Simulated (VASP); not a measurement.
# Zn15Se16 (a cell with a defect) in VASP: notebook, part 2 of 2

VASP 6.6.1. Earlier steps stand in the parts before.

## Step 3: Single point, PBEsol

Input file INCAR:

```
PREC = Accurate
ENCUT = 520
EDIFF = 1E-7
ISMEAR = 0
SIGMA = 0.02
LREAL = Auto
LASPH = True
NELM = 80
ALGO = Normal
ISIF = 2
LWAVE = False
LCHARG = False
GGA = PS
NELECT = 278.0
NBANDS = 159
```

Input file KPOINTS:

```
Automatic mesh
0
Gamma
  2 2 2
  0.5 0.5 0.5
```

Input file POSCAR:

```
Zn15Se16
1.0
   -5.6332473954      5.6332473954     -5.6332473954
    5.6332473954      5.6332473954      5.6332473954
    5.6332473954     -5.6332473954     -5.6332473954
Zn Se
15 16
Direct
    0.1245462787      0.2888571877      0.4999998761
    0.5152836004      0.2488221095      0.2634419183
    0.7622591728      0.7525804749      0.4999999649
    0.2592137177      0.5049064599      0.2480448491
    0.5025965134      0.0129226528      0.5000000537
    0.0036580144      0.7578487505      0.2657463617
    0.7499612042      0.2547534130      0.0141303931
    0.5003663610      0.4948099745     -0.0073107920
    0.7352589385     -0.0073202892      0.2390971682
   -0.0038381946      0.2535825963      0.7609028504
    0.2358308462      0.7406229848     -0.0141303931
    0.0076771881      0.0021207128      0.0073107032
    0.7518417358      0.4853802448      0.7365581890
    0.5111687448      0.7568614869      0.7519550807
    0.2379116176     -0.0078976649      0.7342536568
    0.2407718683      0.2507138247      0.7425091082
    0.0005120492      0.4912836781      0.7327739597
    0.4849473684      0.2529543618      0.5000000537
    0.7599055570      0.7510856888      0.7534782697
    0.2550954892      0.5353965996      0.4999999649
    0.5037145186      0.0083689738      0.7528147980
    0.0005641506      0.7331404446      0.4999999649
    0.7677380730      0.2585096833      0.2672260589
    0.5064273411      0.4976074728      0.2465218377
    0.7486453557     -0.0014508505      0.4999999649
    0.0006425246      0.2509405146      0.0084653658
    0.2508997743      0.7555541593      0.2471853093
   -0.0017372750      0.0082046814      0.2574908216
    0.7565147953      0.5050500715      0.0004024322
    0.4921770349      0.7424751136     -0.0084654546
    0.2561124869      0.0046476745     -0.0004023434
```

Potentials or basis: VASP PAW PBE potentials, release 64 (Zn, Se).

On the command line:

```
cat potpaw_PBE.64/Zn/POTCAR potpaw_PBE.64/Se/POTCAR > POTCAR
mpirun -np 1 vasp_std > vasp.out
```

OUTCAR:

```text
PREC = Accurate
   ENCUT = 520
   EDIFF = 1E-7
   ISMEAR = 0
   LREAL = Auto
   LASPH = True
   NELM = 80
   ISIF = 2
   GGA = PS
   NELECT = 278.0

 ion  position               nearest neighbor table
   1  0.125  0.289  0.500-  20 2.32  28 2.47  16 2.47
   2  0.515  0.249  0.263-  18 2.41  23 2.42  31 2.50  24 2.51
   3  0.762  0.753  0.500-  22 2.40  25 2.45  24 2.49  19 2.49
   4  0.259  0.505  0.248-  20 2.39  24 2.44  26 2.45  27 2.48
   5  0.503  0.013  0.500-  18 2.40  25 2.45  21 2.48  27 2.48
   6  0.004  0.758  0.266-  22 2.39  27 2.49  28 2.49  29 2.49
   7  0.750  0.255  0.014-  23 2.40  21 2.46  29 2.47  26 2.48
[... 724 lines left out ...]
  in kB       24.1396193     30.2441162     24.1396193     -0.7970496     -0.7970510     -1.2164512
  external PRESSURE =      26.1744516 kB  Pullay stress =       0.0000000 kB

 VOLUME and BASIS-vectors are now :
 -----------------------------------------------------------------------------
  energy-cutoff  :      520.00
  volume of cell :      715.05
      direct lattice vectors                 reciprocal lattice vectors
    -5.633247395  5.633247395 -5.633247395     0.000000000  0.088758750 -0.088758750
     5.633247395  5.633247395  5.633247395     0.088758750  0.088758750  0.000000000
     5.633247395 -5.633247395 -5.633247395     0.088758750  0.000000000 -0.088758750

 POSITION                                       TOTAL-FORCE (eV/Angst)
 -----------------------------------------------------------------------------------
      3.74223     -0.48782     -1.89102        -0.430062      0.183345     -0.430062
     -0.01701      2.82036     -2.98508        -0.010908      0.004024      0.021967
      2.76210      5.71684     -2.87115         0.011455     -0.010444      0.011455
      2.78135      2.90718     -0.01325         0.008883     -0.004711     -0.029845
      0.05817      0.08742     -5.57508         0.023398     -0.004554      0.023398
      5.74556      2.79274      2.75153        -0.022601      0.002762     -0.006548
[... 23 lines left out ...]
      6.99555      1.36954     -4.17557         0.029473     -0.015346      0.007860
      4.21442     -4.16205     -7.04754        -0.000550      0.002577     -0.000781
 -----------------------------------------------------------------------------------
    total drift:                               -0.010910      0.012786     -0.009078

  FREE ENERGIE OF THE ION-ELECTRON SYSTEM (eV)
  ---------------------------------------------------
  free  energy   TOTEN  =       -99.8620735703 eV

  energy  without entropy=      -99.8620735703  energy(sigma->0) =      -99.86207357
```

Run time: 13 min. Hardware: 1 thread of Intel Xeon 6975P-C (Granite Rapids), shared host; peak memory 1.1 GiB.

What came out:

- Free energy: -99.8621 eV
- Largest force: 0.635 eV/Å

Forces in eV/Å, atoms in the order of the input:
```
Zn  -0.430  0.183 -0.430
Zn  -0.011  0.004  0.022
Zn   0.011 -0.010  0.011
Zn   0.009 -0.005 -0.030
Zn   0.023 -0.005  0.023
Zn  -0.023  0.003 -0.007
Zn   0.004 -0.023  0.008
Zn   0.047  0.024  0.002
Zn   0.062  0.022  0.044
Zn   0.044  0.022  0.062
Zn   0.008 -0.023  0.004
Zn   0.002  0.024  0.047
Zn   0.022  0.004 -0.011
Zn  -0.030 -0.005  0.009
Zn  -0.007  0.003 -0.023
Se   0.041 -0.046 -0.077
Se   0.002  0.028  0.045
Se   0.032 -0.019  0.032
Se  -0.005 -0.011  0.005
Se   0.181 -0.079  0.181
Se  -0.008  0.000  0.004
Se   0.002 -0.062  0.002
Se   0.045  0.028  0.002
Se   0.005 -0.011 -0.005
Se   0.012  0.021  0.012
Se   0.008 -0.015  0.029
Se   0.004  0.000 -0.008
Se  -0.077 -0.046  0.041
Se  -0.001  0.003 -0.001
Se   0.029 -0.015  0.008
Se  -0.001  0.003 -0.001
```

Caveat: the cell carries a net charge on a neutralising background, which shifts energy and pressure; the cell is charged against a uniform background, so pressure and absolute levels hang on convention; the PAW data sets were made with another functional, which shifts forces and pressure a little.
